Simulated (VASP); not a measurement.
# RbCl (rocksalt type) (Fm-3m) in VASP: single point with PBE

Aim: the single point of RbCl (rocksalt type) with PBE.

All numbers are computed with VASP 6.6.1; they aren't measurements. Logs are shortened: lines on timing, memory, paths and dates and some standing lists are left out, and cuts for length are marked.

**1. The cell of the first run**

Symmetry: Fm-3m, No. 225, cubic system. The conventional cell has a = 4.935 Å, b = 4.935 Å, c = 4.935 Å, α = 90.00°, β = 90.00°, γ = 90.00°. Rb (site symmetry m-3m) has 6 Cl at 2.47 Å within 3.3 Å. Cl (site symmetry m-3m) has 6 Rb at 2.47 Å within 3.3 Å.

**2. Single point, PBE (15.02 Å³/atom)**

The input, POSCAR:

```
RbCl
1.0
    0.0000000000      2.4675371953      2.4675371953
    2.4675371953      0.0000000000      2.4675371953
    2.4675371953      2.4675371953      0.0000000000
Rb Cl
1 1
Direct
    0.0000000000      0.0000000000      0.0000000000
    0.5000000000      0.5000000000      0.5000000000
```

The input, INCAR.step1:

```
PREC = Accurate
ENCUT = 400
EDIFF = 1E-6
ISMEAR = -1
SIGMA = 0.1
LREAL = False
LASPH = True
NELM = 120
ALGO = Normal
ISIF = 2
LWAVE = False
LCHARG = True
GGA = PE
NBANDS = 15
GGA_COMPAT = False
NEDOS = 2001
LORBIT = 11
```

The input, KPOINTS.step1:

```
regular mesh
0
Gamma
  13 13 13
```

The input, INCAR.step2:

```
PREC = Accurate
ENCUT = 400
EDIFF = 1E-6
ISMEAR = -5
SIGMA = 0.1
LREAL = False
LASPH = True
NELM = 120
ALGO = Normal
ISIF = 2
LWAVE = False
LCHARG = False
GGA = PE
LORBIT = 11
NBANDS = 15
NEDOS = 1001
ICHARG = 11
GGA_COMPAT = False
```

The input, KPOINTS.step2:

```
regular mesh
0
Gamma
  20 20 20
```

Potentials or basis: VASP PAW PBE potentials, release 64 (Rb_sv, Cl).

Launch:

```bash
> cat potpaw_PBE.64/Rb_sv/POTCAR potpaw_PBE.64/Cl/POTCAR > POTCAR
> cp INCAR.step1 INCAR
> cp KPOINTS.step1 KPOINTS
> mpirun -np 1 vasp_std > vasp.out
> cp INCAR.step2 INCAR
> cp KPOINTS.step2 KPOINTS
> mpirun -np 1 vasp_std > vasp.out
```

OUTCAR:

```text
PREC = Accurate
   ENCUT = 400
   EDIFF = 1E-6
   ISMEAR = -5
   LREAL = False
   LASPH = True
   NELM = 120
   ISIF = 2
   GGA = PE
   LORBIT = 11
   ICHARG = 11

 ion  position               nearest neighbor table
   1  0.000  0.000  0.000-   2 2.47   2 2.47   2 2.47   2 2.47   2 2.47   2 2.47
   2  0.500  0.500  0.500-   1 2.47   1 2.47   1 2.47   1 2.47   1 2.47   1 2.47

  LATTYP: Found a face centered cubic cell.
 ALAT       =     4.9350743906

  Lattice vectors:

 A1 = (   0.0000000000,   2.4675371953,   2.4675371953)
 A2 = (   2.4675371953,   0.0000000000,   2.4675371953)
 A3 = (   2.4675371953,   2.4675371953,   0.0000000000)

Analysis of symmetry for initial positions (statically):
=====================================================================
 Subroutine PRICEL returns:
 Original cell was already a primitive cell.

 Routine SETGRP: Setting up the symmetry group for a
 face centered cubic supercell.

 Subroutine GETGRP returns: Found 48 space group operations
 (whereof 48 operations were pure point group operations)
 out of a pool of 48 trial point group operations.

The static configuration has the point symmetry O_h .

Analysis of symmetry for dynamics (positions and initial velocities):
=====================================================================
 Subroutine PRICEL returns:
 Original cell was already a primitive cell.

 Routine SETGRP: Setting up the symmetry group for a
 face centered cubic supercell.

 Subroutine GETGRP returns: Found 48 space group operations
 (whereof 48 operations were pure point group operations)
 out of a pool of 48 trial point group operations.

The dynamic configuration has the point symmetry O_h .

 Subroutine INISYM returns: Found 48 space group operations
 (whereof 48 operations are pure point group operations),
 and found     1 'primitive' translations

----------------------------------------------------------------------------------------

                                     Primitive cell

  volume of cell :      30.0484

  direct lattice vectors                    reciprocal lattice vectors
     0.000000000  2.467537195  2.467537195    -0.202631191  0.202631191  0.202631191
     2.467537195  0.000000000  2.467537195     0.202631191 -0.202631191  0.202631191
     2.467537195  2.467537195  0.000000000     0.202631191  0.202631191 -0.202631191

  length of vectors
     3.489624567  3.489624567  3.489624567     0.350967518  0.350967518  0.350967518

  position of ions in fractional coordinates (direct lattice)
     0.000000000  0.000000000  0.000000000
     0.500000000  0.500000000  0.500000000

  ion indices of the primitive-cell ions
   primitive index   ion index
                 1           1
                 2           2

----------------------------------------------------------------------------------------

 KPOINTS: regular mesh

Automatic generation of k-mesh.
 Grid dimensions read from file:
 generate k-points for:   20   20   20

 Generating k-lattice:

  Cartesian coordinates                     Fractional coordinates (reciprocal lattice)
    -0.010131560  0.010131560  0.010131560     0.050000000  0.000000000  0.000000000
     0.010131560 -0.010131560  0.010131560     0.000000000  0.050000000  0.000000000
     0.010131560  0.010131560 -0.010131560     0.000000000  0.000000000  0.050000000

  Length of vectors
     0.017548376  0.017548376  0.017548376

  Shift w.r.t. Gamma in fractional coordinates (k-lattice)
     0.000000000  0.000000000  0.000000000

 TETIRR: Found   1093 inequivalent tetrahedra from    48000

 Subroutine IBZKPT returns following result:
 ===========================================

 Found    256 irreducible k-points:

 Following reciprocal coordinates:
            Coordinates               Weight
  0.000000  0.000000  0.000000      1.000000
  0.050000  0.000000  0.000000      8.000000
  0.100000  0.000000  0.000000      8.000000
  0.150000  0.000000  0.000000      8.000000
  0.200000  0.000000  0.000000      8.000000
  0.250000  0.000000  0.000000      8.000000
[... 16 lines left out ...]
 -0.400000  0.050000  0.000000     24.000000
 -0.350000  0.050000  0.000000     24.000000
 [... further k-points ...]
   k-points           NKPTS =    256   k-points in BZ     NKDIM =    256   number of bands    NBANDS=     15
   number of dos      NEDOS =   1001   number of ions     NIONS =      2
   total plane-waves  NPLWV =  13824
   dimension x,y,z NGX =    24 NGY =   24 NGZ =   24
   dimension x,y,z NGXF=    48 NGYF=   48 NGZF=   48
   ions per type =               1   1
   NGX,Y,Z   is equivalent  to a cutoff of  11.43, 11.43, 11.43 a.u.
   NGXF,Y,Z  is equivalent  to a cutoff of  22.87, 22.87, 22.87 a.u.
 SYSTEM =  unknown system
   PREC   = accura    normal or accurate (medium, high low for compatibility)
   ISTART =      0    job   : 0-new  1-cont  2-samecut
   ICHARG =     11    charge: 1-file 2-atom 10-const
   ISPIN  =      1    spin polarized calculation?
   LNONCOLLINEAR =      F non collinear calculations
   LSORBIT =      F    spin-orbit coupling
   LASPH  =      T    aspherical Exc in radial PAW
   ENCUT  =  400.0 eV  29.40 Ry    5.42 a.u.   5.69  5.69  5.69*2*pi/ulx,y,z
   NELM   =    120;   NELMIN=  2; NELMDL=  0     # of ELM steps
   EDIFF  = 0.1E-05   stopping-criterion for ELM
   LREAL  =      F    real-space projection
   EDIFFG = 0.1E-04   stopping-criterion for IOM
   NSW    =      0    number of steps for IOM
   IBRION =     -1    ionic relax: 0-MD 1-quasi-New 2-CG
   NFREE  =      0    steps in history (QN), initial steepest desc. (CG)
   ISIF   =      2    stress and relaxation
   ISYM   =      2    0-nonsym 1-usesym 2-fastsym
   POTIM  = 0.5000    time-step for ionic-motion
   TEBEG  =    0.0;   TEEND  =   0.0 temperature during run
   PSTRESS=    0.0 pullay stress
   NELECT =      16.0000    total number of electrons
   NUPDOWN=      -1.0000    fix difference up-down
   EMIN   =  10.00;   EMAX   =-10.00  energy-range for DOS
   EFERMI =   0.00;   METHOD = LEGACY
   ISMEAR =    -5;   SIGMA  =   0.10  broadening in eV -4-tet -1-fermi 0-gaus
   EFERMI_NEDOS =   21; number of points for ismear=-14 and -15
   IALGO  =     38    algorithm
   IMIX   =      4    mixing-type and parameters
     AMIX     =   0.40;   BMIX     =  1.00
     AMIX_MAG =   1.60;   BMIX_MAG =  1.00
  volume/ion in A,a.u.               =      15.02       101.39
  Fermi-wavevector in a.u.,A,eV,Ry     =   1.326909  2.507494 23.955605  1.760687
  Thomas-Fermi vector in A             =   2.456261
   LORBIT       =     11    0 simple, 1 ext, 2 COOP (PROOUT), +10 PAW based schemes
   GGA     = PE    functional components
   LHFCALC =     F    Hartree Fock is set to
   AEXX    =    0.0000 exact exchange contribution
   IVDW    =     0    specifies the selected vdW correction
   LEPSILON=     F    determine dielectric tensor
   LRPA    =     F    only Hartree local field effects (RPA)
 non-spin polarized calculation
 Fermi weights with tetrahedron method with Bloechl corrections
  energy-cutoff  :      400.00
  volume of cell :       30.05
 maximum number of plane-waves:       568

 number of electron      16.0000002 magnetization

 Free energy of the ion-electron system (eV)
  ---------------------------------------------------
  ext. energy  EPLUGINS =         0.00000000
  ---------------------------------------------------
  free energy    TOTEN  =         0.66021877 eV

  energy without entropy =        0.66021877  energy(sigma->0) =        0.66021877

 E-fermi :   6.5205     XC(G=0): -11.4682

 val. band max:        6.5160781902   @ k =   0.5000   0.5000   0.0000
 cond. band min:       7.5648423429   @ k =   0.5000   0.5000   0.0000
 fundamental gap:      1.0487641527
 Fermi energy:         6.5205051705

 k-point     1 :       0.0000    0.0000    0.0000
  band No.  band energies     occupation
      1     -19.8464      2.00000
      2      -8.4130      2.00000
      3      -3.1037      2.00000
      4      -3.1037      2.00000
      5      -3.1037      2.00000
      6       4.7069      2.00000
      7       4.7069      2.00000
      8       4.7069      2.00000
      9      11.0060      0.00000
     10      11.0060      0.00000
     11      11.0060      0.00000
     12      12.8965      0.00000
     13      12.8965      0.00000
     14      14.0422      0.00000
     15      17.8397      0.00000

 k-point     2 :       0.0500    0.0000    0.0000
  band No.  band energies     occupation
      1     -19.8282      2.00000
      2      -8.4894      2.00000
      3      -3.1026      2.00000
      4      -3.1026      2.00000
      5      -3.0498      2.00000
      6       4.6103      2.00000
      7       4.6138      2.00000
      8       4.6138      2.00000
      9      11.0042      0.00000
     10      11.0798      0.00000
     11      11.0798      0.00000
     12      13.0624      0.00000
     13      13.0624      0.00000
     14      14.1782      0.00000
     15      18.0522      0.00000

 k-point     3 :       0.1000    0.0000    0.0000
  band No.  band energies     occupation
      1     -19.7747      2.00000
      2      -8.7043      2.00000
      3      -3.0990      2.00000
      4      -3.0990      2.00000
      5      -2.9003      2.00000
      6       4.3407      2.00000
      7       4.3585      2.00000
      8       4.3585      2.00000
      9      11.0170      0.00000
     10      11.2994      0.00000
     11      11.2994      0.00000
     12      13.5367      0.00000
     13      13.5367      0.00000
     14      14.5639      0.00000
     15      18.6653      0.00000

 k-point     4 :       0.1500    0.0000    0.0000
  band No.  band energies     occupation
      1     -19.6893      2.00000
      2      -9.0227      2.00000
      3      -3.0923      2.00000
      4      -3.0923      2.00000
      5      -2.6835      2.00000
      6       3.9470      2.00000
      7       3.9964      2.00000
      8       3.9964      2.00000
      9      11.0856      0.00000
     10      11.6600      0.00000
     11      11.6600      0.00000
     12      14.2652      0.00000
     13      14.2652      0.00000
     14      15.1384      0.00000
     15      19.6217      0.00000
[... 307 lines left out ...]
 k-point    22 :      -0.4500    0.0500    0.0000
  band No.  band energies     occupation
      1     -18.9786      2.00000
      2     -10.9844      2.00000
      3      -3.1753      2.00000
      4      -2.9998      2.00000
      5      -1.4273      2.00000
      6       1.5768      2.00000
      7       2.0620      2.00000
      8       2.3571      2.00000
      9      14.0777      0.00000
     10      15.2665      0.00000
     11      16.3138      0.00000
     12      17.3666      0.00000
     13      18.2618      0.00000
     14      19.0579      0.00000
     15      21.5999      0.00000

 k-point    23 :      -0.4000    0.0500    0.0000
  band No.  band energies     occupation
      1     -19.0356      2.00000
      2     -10.8524      2.00000
      3      -3.2330      2.00000
      4      -2.9606      2.00000
      5      -1.4835      2.00000
      6       1.6608      2.00000
      7       2.0940      2.00000
      8       2.5955      2.00000
      9      13.2995      0.00000
     10      15.2772      0.00000
     11      16.0521      0.00000
     12      16.4156      0.00000
     13      18.8218      0.00000
     14      20.0002      0.00000
     15      20.7432      0.00000

 k-point    24 :      -0.3500    0.0500    0.0000
  band No.  band energies     occupation
      1     -19.1324      2.00000
      2     -10.6199      2.00000
      3      -3.2839      2.00000
      4      -2.9359      2.00000
      5      -1.6053      2.00000
      6       1.8637      2.00000
      7       2.2277      2.00000
      8       2.9120      2.00000
      9      12.5846      0.00000
     10      14.3188      0.00000
     11      15.4021      0.00000
     12      16.6267      0.00000
     13      18.3029      0.00000
     14      19.6356      0.00000
     15      21.2371      0.00000

 [... further k-points ...]

------------------------ aborting loop because EDIFF is reached ----------------------------------------

  FORCE on cell =-STRESS in cart. coord.  units (eV):
  Direction    XX          YY          ZZ          XY          YZ          ZX
  --------------------------------------------------------------------------------------
  -------------------------------------------------------------------------------------
  Total       23.5733078     23.5733078     23.5733078      0.0000000      0.0000000     -0.0000000
  in kB     1256.9268094   1256.9268094   1256.9268094      0.0000000      0.0000000     -0.0000000
  external PRESSURE =    1256.9268094 kB  Pullay stress =       0.0000000 kB

 VOLUME and BASIS-vectors are now :
 -----------------------------------------------------------------------------
  energy-cutoff  :      400.00
  volume of cell :       30.05
      direct lattice vectors                 reciprocal lattice vectors
     0.000000000  2.467537195  2.467537195    -0.202631191  0.202631191  0.202631191
     2.467537195  0.000000000  2.467537195     0.202631191 -0.202631191  0.202631191
     2.467537195  2.467537195  0.000000000     0.202631191  0.202631191 -0.202631191

 POSITION                                       TOTAL-FORCE (eV/Angst)
 -----------------------------------------------------------------------------------
      0.00000      0.00000      0.00000        -0.000000     -0.000000      0.000000
      2.46754      2.46754      2.46754         0.000000      0.000000     -0.000000
 -----------------------------------------------------------------------------------
    total drift:                                0.000000     -0.000000     -0.000000

  FREE ENERGIE OF THE ION-ELECTRON SYSTEM (eV)
  ---------------------------------------------------
  free  energy   TOTEN  =         0.6602187693 eV

  energy  without entropy=        0.6602187693  energy(sigma->0) =        0.66021877

 total charge

# of ion       s       p       d       tot
------------------------------------------
    1        2.005   5.440   0.234   7.680
    2        1.647   3.828   0.000   5.475
--------------------------------------------------
tot          3.652   9.268   0.234  13.155
```

Run time: 35 s. Hardware: 1 thread of Intel Xeon Platinum 8488C (Sapphire Rapids), shared host; peak memory 0.19 GiB.

Results:

- Valence electrons inside the program's atomic spheres: Rb 7.68; Cl 5.47

Levels at points of the mesh, in eV from the valence-band top:
```
           k point  band 5  band 6  band 7  band 8  band 9  band 10  band 11  band 12
(0.00, 0.00, 0.00)   -9.62   -1.81   -1.81   -1.81    4.49     4.49     4.49     6.38
(0.50, 0.00, 0.00)   -7.79   -5.06   -4.48   -4.48    8.06     8.60    10.69    10.69
(0.50, 0.50, 0.00)  -11.05   -0.87   -0.87    0.00    1.05     8.70    11.53    13.00
```
